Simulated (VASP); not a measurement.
Set up this calculation in VASP 6.6.1, as the native input.

- Task: single point
- Functional: PBE
- Potentials or basis: VASP PAW PBE potentials, release 64 (S)
- Cutoff: 520 eV
- k mesh: 16 × 16 × 16
- Occupations: fermi-dirac, width 0.03 eV
- Spin: no spin polarisation
- Dipole correction: no
- Further INCAR settings: ALGO = Normal; EDIFF = 1e-07; NBANDS = 9

The structure of S lies in POSCAR:

```
S
1.0
    0.0000000000      1.9939585068      1.9939585068
    1.9939585068      0.0000000000      1.9939585068
    1.9939585068      1.9939585068      0.0000000000
S
1
Direct
    0.0000000000      0.0000000000      0.0000000000
```

These files were run (other wordings do the same):

INCAR

```
ALGO = Normal
EDIFF = 1E-7
ENCUT = 520
GGA = PE
ISIF = 2
ISMEAR = -1
LASPH = True
LCHARG = True
LELF = True
LREAL = False
LVHAR = True
LWAVE = False
NBANDS = 9
NELM = 60
PREC = Accurate
SIGMA = 0.03
```

KPOINTS

```
k-points
0
Gamma
  16 16 16
```

Potentials or basis: VASP PAW PBE potentials, release 64 (S).

Command:

```console
$ cat potpaw_PBE.64/S/POTCAR > POTCAR
$ mpirun -np 1 vasp_std > vasp.out
```

It gave:

```json
{
  "Pressure": "-0.1 GPa",
  "Band gap on the k mesh": "zero (band 3 reaches 10.61 eV, above the bottom of band 4 at 4.91 eV)"
}
```

Wall time 13 s on 1 thread of Intel(R) Xeon(R) Platinum 8488C (Sapphire Rapids) (shared host), peak memory 0.14 GiB.
